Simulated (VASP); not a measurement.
# Zr3TiC4 (P4/mmm) in VASP: a series of runs

Zr3TiC4 is run at these levels: PBE; tasks: single point.

Program: VASP 6.6.1. These are calculated values, not measurements. Logs are shortened: lines on timing, memory, paths and dates and some standing lists are left out, and cuts for length are marked.

### 1 The cell of the first run

The structure is tetragonal, space group P4/mmm (No. 123). Conventional cell: a = 3.451 Å, b = 3.451 Å, c = 9.761 Å, α = 90.00°, β = 90.00°, γ = 90.00°. Within 3.2 Å of Zr (site symmetry 4mm) lie 6 C at 2.44 Å. Zr (site symmetry 4/mmm) has 6 C at 2.44 Å within 3.2 Å. Ti (site symmetry 4/mmm) has 6 C at 2.44 Å within 3.2 Å. C (site symmetry 4/mmm) has 6 Zr at 2.44 Å within 3.2 Å. Within 3.2 Å of C (site symmetry 4mm) lie 5 Zr at 2.44 Å and 1 Ti at 2.44 Å. Within 3.2 Å of C (site symmetry 4/mmm) lie 4 Ti at 2.44 Å and 2 Zr at 2.44 Å.

### 2 Single point, PBE

INCAR reads:

```
ALGO     = Normal         # electronic algorithm
EDIFF    = 1E-6           # SCF threshold, eV
ENCUT    = 520            # plane-wave cutoff, eV
GGA      = PE             # functional
ISIF     = 2              # what is computed and relaxed
ISMEAR   = 0              # smearing method
LASPH    = True           # aspherical terms in the spheres
LCHARG   = False          # write CHGCAR
LREAL    = False          # projectors in reciprocal space
LWAVE    = False          # write WAVECAR
NBANDS   = 42             # bands
NELM     = 80             # most SCF steps
PREC     = Accurate       # precision mode
SIGMA    = 0.1            # smearing width, eV
```

KPOINTS reads:

```
k-points
0
Gamma
  6 6 2
```

POSCAR reads:

```
Zr3TiC4
1.0
    3.4511668400      0.0000000000      0.0000000000
    0.0000000000      3.4511668400      0.0000000000
    0.0000000000      0.0000000000      9.7613739100
Zr Ti C
3 1 4
Direct
    0.0000000000      0.0000000000      0.7500000000
    0.5000000000      0.5000000000      0.0000000000
    0.0000000000      0.0000000000      0.2500000000
    0.5000000000      0.5000000000      0.5000000000
    0.0000000000      0.0000000000      0.0000000000
    0.5000000000      0.5000000000      0.2500000000
    0.0000000000      0.0000000000      0.5000000000
    0.5000000000      0.5000000000      0.7500000000
```

Potentials or basis: VASP PAW PBE potentials, release 64 (Zr_sv, Ti_sv, C).

Started as:

```sh
cat potpaw_PBE.64/Zr_sv/POTCAR potpaw_PBE.64/Ti_sv/POTCAR potpaw_PBE.64/C/POTCAR > POTCAR
mpirun -np 1 vasp_std > vasp.out
```

OUTCAR:

```text
EDIFF = 1E-6
   ENCUT = 520
   GGA = PE
   ISIF = 2
   ISMEAR = 0
   LASPH = True
   LREAL = False
   NELM = 80
   PREC = Accurate

 ion  position               nearest neighbor table
   1  0.000  0.000  0.750-   8 2.44   8 2.44   8 2.44   8 2.44   5 2.44   7 2.44   2 3.45   2 3.45
                             2 3.45   2 3.45
   2  0.500  0.500  0.000-   5 2.44   5 2.44   5 2.44   5 2.44   8 2.44   6 2.44   3 3.45   3 3.45
                             1 3.45   3 3.45   1 3.45   1 3.45   3 3.45   1 3.45
   3  0.000  0.000  0.250-   6 2.44   6 2.44   6 2.44   6 2.44   7 2.44   5 2.44   2 3.45   2 3.45
                             2 3.45   2 3.45
   4  0.500  0.500  0.500-   7 2.44   7 2.44   7 2.44   7 2.44   8 2.44   6 2.44
   5  0.000  0.000  0.000-   2 2.44   2 2.44   2 2.44   2 2.44   3 2.44   1 2.44
   6  0.500  0.500  0.250-   3 2.44   3 2.44   3 2.44   3 2.44   4 2.44   2 2.44
   7  0.000  0.000  0.500-   4 2.44   4 2.44   4 2.44   4 2.44   1 2.44   3 2.44
   8  0.500  0.500  0.750-   1 2.44   1 2.44   1 2.44   1 2.44   4 2.44   2 2.44

  LATTYP: Found a simple tetragonal cell.
 ALAT       =     3.4511668400
 C/A-ratio  =     2.8284271270

  Lattice vectors:

 A1 = (   3.4511668400,   0.0000000000,   0.0000000000)
 A2 = (   0.0000000000,   3.4511668400,   0.0000000000)
 A3 = (   0.0000000000,   0.0000000000,   9.7613739100)

Analysis of symmetry for initial positions (statically):
=====================================================================
 Subroutine PRICEL returns:
 Original cell was already a primitive cell.

 Routine SETGRP: Setting up the symmetry group for a
 simple tetragonal supercell.

 Subroutine GETGRP returns: Found 16 space group operations
 (whereof 16 operations were pure point group operations)
 out of a pool of 16 trial point group operations.

The static configuration has the point symmetry D_4h.

Analysis of symmetry for dynamics (positions and initial velocities):
=====================================================================
 Subroutine PRICEL returns:
 Original cell was already a primitive cell.

 Routine SETGRP: Setting up the symmetry group for a
 simple tetragonal supercell.

 Subroutine GETGRP returns: Found 16 space group operations
 (whereof 16 operations were pure point group operations)
 out of a pool of 16 trial point group operations.

The dynamic configuration has the point symmetry D_4h.

 Subroutine INISYM returns: Found 16 space group operations
 (whereof 16 operations are pure point group operations),
 and found     1 'primitive' translations

----------------------------------------------------------------------------------------

                                     Primitive cell

  volume of cell :     116.2634

  direct lattice vectors                    reciprocal lattice vectors
     3.451166840  0.000000000  0.000000000     0.289757072  0.000000000  0.000000000
     0.000000000  3.451166840  0.000000000     0.000000000  0.289757072  0.000000000
     0.000000000  0.000000000  9.761373910     0.000000000  0.000000000  0.102444595

  length of vectors
     3.451166840  3.451166840  9.761373910     0.289757072  0.289757072  0.102444595

  position of ions in fractional coordinates (direct lattice)
     0.000000000  0.000000000  0.750000000
     0.500000000  0.500000000  0.000000000
     0.000000000  0.000000000  0.250000000
     0.500000000  0.500000000  0.500000000
     0.000000000  0.000000000  0.000000000
     0.500000000  0.500000000  0.250000000
     0.000000000  0.000000000  0.500000000
     0.500000000  0.500000000  0.750000000

  ion indices of the primitive-cell ions
   primitive index   ion index
                 1           1
                 2           2
                 3           3
                 4           4
                 5           5
                 6           6
                 7           7
                 8           8

----------------------------------------------------------------------------------------

 KPOINTS: k-points

Automatic generation of k-mesh.
 Grid dimensions read from file:
 generate k-points for:    6    6    2

 Generating k-lattice:

  Cartesian coordinates                     Fractional coordinates (reciprocal lattice)
     0.048292845  0.000000000  0.000000000     0.166666667  0.000000000  0.000000000
     0.000000000  0.048292845  0.000000000     0.000000000  0.166666667  0.000000000
     0.000000000  0.000000000  0.051222298     0.000000000  0.000000000  0.500000000

  Length of vectors
     0.048292845  0.048292845  0.051222298

  Shift w.r.t. Gamma in fractional coordinates (k-lattice)
     0.000000000  0.000000000  0.000000000

 Subroutine IBZKPT returns following result:
 ===========================================

 Found     20 irreducible k-points:

 Following reciprocal coordinates:
            Coordinates               Weight
  0.000000  0.000000  0.000000      1.000000
  0.166667  0.000000  0.000000      4.000000
  0.333333  0.000000  0.000000      4.000000
  0.500000  0.000000  0.000000      2.000000
  0.166667  0.166667  0.000000      4.000000
  0.333333  0.166667  0.000000      8.000000
[... 12 lines left out ...]
  0.500000  0.333333  0.500000      4.000000
  0.500000  0.500000  0.500000      1.000000
   k-points           NKPTS =     20   k-points in BZ     NKDIM =     20   number of bands    NBANDS=     42
   number of dos      NEDOS =    301   number of ions     NIONS =      8
   total plane-waves  NPLWV =  62720
   dimension x,y,z NGX =    28 NGY =   28 NGZ =   80
   dimension x,y,z NGXF=    56 NGYF=   56 NGZF=  160
   ions per type =               3   1   4
   NGX,Y,Z   is equivalent  to a cutoff of  13.49, 13.49, 13.62 a.u.
   NGXF,Y,Z  is equivalent  to a cutoff of  26.98, 26.98, 27.25 a.u.
 SYSTEM =  unknown system
   PREC   = accura    normal or accurate (medium, high low for compatibility)
   ISTART =      0    job   : 0-new  1-cont  2-samecut
   ICHARG =      2    charge: 1-file 2-atom 10-const
   ISPIN  =      1    spin polarized calculation?
   LNONCOLLINEAR =      F non collinear calculations
   LSORBIT =      F    spin-orbit coupling
   LASPH  =      T    aspherical Exc in radial PAW
   ENCUT  =  520.0 eV  38.22 Ry    6.18 a.u.   6.42  6.42 18.15*2*pi/ulx,y,z
   NELM   =     80;   NELMIN=  2; NELMDL= -5     # of ELM steps
   EDIFF  = 0.1E-05   stopping-criterion for ELM
   LREAL  =      F    real-space projection
   EDIFFG = 0.1E-04   stopping-criterion for IOM
   NSW    =      0    number of steps for IOM
   IBRION =     -1    ionic relax: 0-MD 1-quasi-New 2-CG
   NFREE  =      0    steps in history (QN), initial steepest desc. (CG)
   ISIF   =      2    stress and relaxation
   ISYM   =      2    0-nonsym 1-usesym 2-fastsym
   POTIM  = 0.5000    time-step for ionic-motion
   TEBEG  =    0.0;   TEEND  =   0.0 temperature during run
   PSTRESS=    0.0 pullay stress
   NELECT =      64.0000    total number of electrons
   NUPDOWN=      -1.0000    fix difference up-down
   EMIN   =  10.00;   EMAX   =-10.00  energy-range for DOS
   EFERMI =   0.00;   METHOD = LEGACY
   ISMEAR =     0;   SIGMA  =   0.10  broadening in eV -4-tet -1-fermi 0-gaus
   EFERMI_NEDOS =   21; number of points for ismear=-14 and -15
   IALGO  =     38    algorithm
   IMIX   =      4    mixing-type and parameters
     AMIX     =   0.40;   BMIX     =  1.00
     AMIX_MAG =   1.60;   BMIX_MAG =  1.00
  volume/ion in A,a.u.               =      14.53        98.07
  Fermi-wavevector in a.u.,A,eV,Ry     =   1.341695  2.535436 24.492474  1.800146
  Thomas-Fermi vector in A             =   2.469908
   LORBIT       =      0    0 simple, 1 ext, 2 COOP (PROOUT), +10 PAW based schemes
   GGA     = PE    functional components
   LHFCALC =     F    Hartree Fock is set to
   AEXX    =    0.0000 exact exchange contribution
   IVDW    =     0    specifies the selected vdW correction
   LEPSILON=     F    determine dielectric tensor
   LRPA    =     F    only Hartree local field effects (RPA)
 non-spin polarized calculation
 Gauss-broadening in eV      SIGMA  =   0.10
  energy-cutoff  :      520.00
  volume of cell :      116.26
 maximum number of plane-waves:      3173
 NGX is ok and might be reduce to    28
   NGX = 13   NGY = 13   NGZ = 37

 number of electron      64.0000000 magnetization

 Free energy of the ion-electron system (eV)
  ---------------------------------------------------
  ext. energy  EPLUGINS =         0.00000000
  ---------------------------------------------------
  free energy    TOTEN  =       -75.06185416 eV

  energy without entropy =      -75.05365317  energy(sigma->0) =      -75.05775366

 E-fermi :   7.6312     XC(G=0): -11.4273

 val. band max:        7.5416809186   @ k =   0.1667   0.1667   0.0000
 cond. band min:       7.6462313300   @ k =   0.0000   0.0000   0.0000
 fundamental gap:      0.1045504114
 Fermi energy:         7.6311962168

 k-point     1 :       0.0000    0.0000    0.0000
  band No.  band energies     occupation
      1     -49.7661      2.00000
      2     -40.8642      2.00000
      3     -40.8396      2.00000
      4     -40.8077      2.00000
      5     -25.9381      2.00000
      6     -25.9262      2.00000
[... 34 lines left out ...]
     41      10.4017      0.00000
     42      10.5388      0.00000

 k-point     2 :       0.1667    0.0000    0.0000
  band No.  band energies     occupation
      1     -49.7650      2.00000
      2     -40.8555      2.00000
      3     -40.8346      2.00000
      4     -40.8064      2.00000
      5     -25.9426      2.00000
      6     -25.9367      2.00000
[... 34 lines left out ...]
     41      10.2493      0.00000
     42      10.5355      0.00000

 k-point     3 :       0.3333    0.0000    0.0000
  band No.  band energies     occupation
      1     -49.7628      2.00000
      2     -40.8356      2.00000
      3     -40.8247      2.00000
      4     -40.8065      2.00000
      5     -25.9751      2.00000
      6     -25.9338      2.00000
[... 717 lines left out ...]
      4     -40.7976      2.00000
      5     -25.9838      2.00000
      6     -25.9657      2.00000
[... 34 lines left out ...]
     41      10.9518      0.00000
     42      12.2462      0.00000

 k-point    20 :       0.5000    0.5000    0.5000
  band No.  band energies     occupation
      1     -49.7573      2.00000
      2     -40.8002      2.00000
      3     -40.8002      2.00000
      4     -40.7926      2.00000
      5     -25.9813      2.00000
      6     -25.9813      2.00000
[... 34 lines left out ...]
     41      10.8375      0.00000
     42      12.1637      0.00000

------------------------ aborting loop because EDIFF is reached ----------------------------------------

  FORCE on cell =-STRESS in cart. coord.  units (eV):
  Direction    XX          YY          ZZ          XY          YZ          ZX
  --------------------------------------------------------------------------------------
  -------------------------------------------------------------------------------------
  Total      -18.2448318    -18.2448318    -18.6861354      0.0000000      0.0000000      0.0000000
  in kB     -251.4244955   -251.4244955   -257.5059188      0.0000000      0.0000000      0.0000000
  external PRESSURE =    -253.4516366 kB  Pullay stress =       0.0000000 kB

 VOLUME and BASIS-vectors are now :
 -----------------------------------------------------------------------------
  energy-cutoff  :      520.00
  volume of cell :      116.26
      direct lattice vectors                 reciprocal lattice vectors
     3.451166840  0.000000000  0.000000000     0.289757072  0.000000000  0.000000000
     0.000000000  3.451166840  0.000000000     0.000000000  0.289757072  0.000000000
     0.000000000  0.000000000  9.761373910     0.000000000  0.000000000  0.102444595

 POSITION                                       TOTAL-FORCE (eV/Angst)
 -----------------------------------------------------------------------------------
      0.00000      0.00000      7.32103        -0.000000     -0.000000     -0.503330
      1.72558      1.72558      0.00000        -0.000000     -0.000000      0.000000
      0.00000      0.00000      2.44034        -0.000000     -0.000000      0.503330
      1.72558      1.72558      4.88069        -0.000000     -0.000000      0.000000
      0.00000      0.00000      0.00000        -0.000000     -0.000000      0.000000
      1.72558      1.72558      2.44034         0.000000      0.000000      0.368827
      0.00000      0.00000      4.88069        -0.000000     -0.000000      0.000000
      1.72558      1.72558      7.32103        -0.000000      0.000000     -0.368827
 -----------------------------------------------------------------------------------
    total drift:                                0.000000      0.000000      0.000000

  FREE ENERGIE OF THE ION-ELECTRON SYSTEM (eV)
  ---------------------------------------------------
  free  energy   TOTEN  =       -75.0618541564 eV

  energy  without entropy=      -75.0536531673  energy(sigma->0) =      -75.05775366
```

It took 99 s on 1 thread of Intel Xeon Platinum 8559C (Emerald Rapids), shared host; peak memory 0.27 GiB.

Results:

- Free energy: -75.0619 eV
- Pressure: -25.3 GPa
- Largest force: 0.503 eV/Å
- Band gap on the k mesh: zero (bands 32 and 33 overlap by 0.25 eV)

Forces in eV/Å, atoms in the order of the input:
```
Zr   0.000  0.000 -0.503
Zr   0.000  0.000  0.000
Zr   0.000  0.000  0.503
Ti   0.000  0.000  0.000
C    0.000  0.000  0.000
C    0.000  0.000  0.369
C    0.000  0.000  0.000
C    0.000  0.000 -0.369
```

Levels at points of the mesh, in eV from the Fermi level:
```tsv
k point	band 28	band 29	band 30	band 31	band 32	band 33	band 34	band 35	band 36	band 37
(0.00, 0.00, 0.00)	-0.25	-0.23	-0.23	0.02	0.02	0.88	0.88	0.96	1.08	1.08
(0.50, 0.00, 0.00)	-2.17	-2.15	-2.15	-1.82	-1.77	1.55	1.95	2.44	2.96	3.33
(0.50, 0.50, 0.00)	-2.06	-1.14	-1.14	-0.13	0.04	0.04	0.14	2.15	2.18	2.18
(0.00, 0.00, 0.50)	-0.16	-0.12	-0.12	0.06	0.06	0.10	0.10	0.44	0.66	1.33
(0.50, 0.00, 0.50)	-2.26	-2.23	-2.00	-1.88	-1.87	1.63	1.93	2.16	3.18	3.24
(0.50, 0.50, 0.50)	-1.54	-1.43	-1.32	-1.24	-1.11	0.98	0.98	1.21	1.21	2.15
```

Caveat: the cell stands under tension.

### 3 Single point, PBE

This run uses another cell than the first one, of 12.41 Å³/atom.

INCAR reads:

```
ALGO = Normal ; EDIFF = 1E-7
ENCUT = 520 ; GGA = PE
ISIF = 2 ; ISMEAR = 0
LASPH = True ; LCHARG = True
LELF = True ; LREAL = False
LVHAR = True ; LWAVE = False
NBANDS = 42 ; NELM = 60
PREC = Accurate ; SIGMA = 0.1
```

KPOINTS reads:

```
k-points
0
Gamma
  12 12 4
```

POSCAR reads:

```
Zr3TiC4
1.0
    3.2796324528      0.0000000000      0.0000000000
    0.0000000000      3.2796324528      0.0000000000
    0.0000000000      0.0000000000      9.2329783439
Zr Ti C
3 1 4
Direct
    0.0000000000      0.0000000000      0.7428704040
    0.5000000000      0.5000000000      0.0000000000
    0.0000000000      0.0000000000      0.2571295960
    0.5000000000      0.5000000000      0.5000000000
    0.0000000000      0.0000000000      0.0000000000
    0.5000000000      0.5000000000      0.2596410548
    0.0000000000      0.0000000000      0.5000000000
    0.5000000000      0.5000000000      0.7403589452
```

Potentials or basis: VASP PAW PBE potentials, release 64 (Zr_sv, Ti_sv, C).

Started as:

```sh
cat potpaw_PBE.64/Zr_sv/POTCAR potpaw_PBE.64/Ti_sv/POTCAR potpaw_PBE.64/C/POTCAR > POTCAR
mpirun -np 1 vasp_std > vasp.out
```

Wall time 3.7 min (1 thread of Intel Xeon Platinum 8559C (Emerald Rapids), shared host); peak memory 0.41 GiB.

Results (log left out):

| Property | Result |
| --- | --- |
| Free energy | -76.6490 eV |
| Pressure | 0.3 GPa |
| Largest force | 0.006 eV/Å |
| Band gap on the k mesh | zero (bands 32 and 33 overlap by 0.59 eV) |

Forces on the atoms (eV/Å):
```
Zr   0.000  0.000  0.001
Zr   0.000  0.000  0.000
Zr   0.000  0.000 -0.001
Ti   0.000  0.000  0.000
C    0.000  0.000  0.000
C    0.000  0.000 -0.006
C    0.000  0.000  0.000
C    0.000  0.000  0.006
```

Stress tensor (GPa, compression positive):
```
0.24 0.00 0.00
0.00 0.24 0.00
0.00 0.00 0.32
```

Levels at points of the mesh, in eV from the Fermi level:
| k point | band 30 | band 31 | band 32 | band 33 | band 34 | band 35 |
| --- | --- | --- | --- | --- | --- | --- |
| (0.00, 0.00, 0.00) | -0.41 | 0.05 | 0.05 | 0.95 | 0.96 | 0.96 |
| (0.50, 0.00, 0.00) | -2.57 | -2.34 | -1.99 | 1.94 | 2.41 | 2.96 |
| (0.50, 0.50, 0.00) | -1.69 | -0.23 | 0.09 | 0.09 | 0.25 | 2.66 |
| (0.00, 0.00, 0.50) | -0.26 | -0.02 | -0.02 | 0.09 | 0.09 | 0.40 |
| (0.50, 0.00, 0.50) | -2.41 | -2.34 | -2.31 | 2.08 | 2.37 | 2.56 |
| (0.50, 0.50, 0.50) | -1.60 | -1.45 | -1.35 | 1.15 | 1.15 | 1.26 |
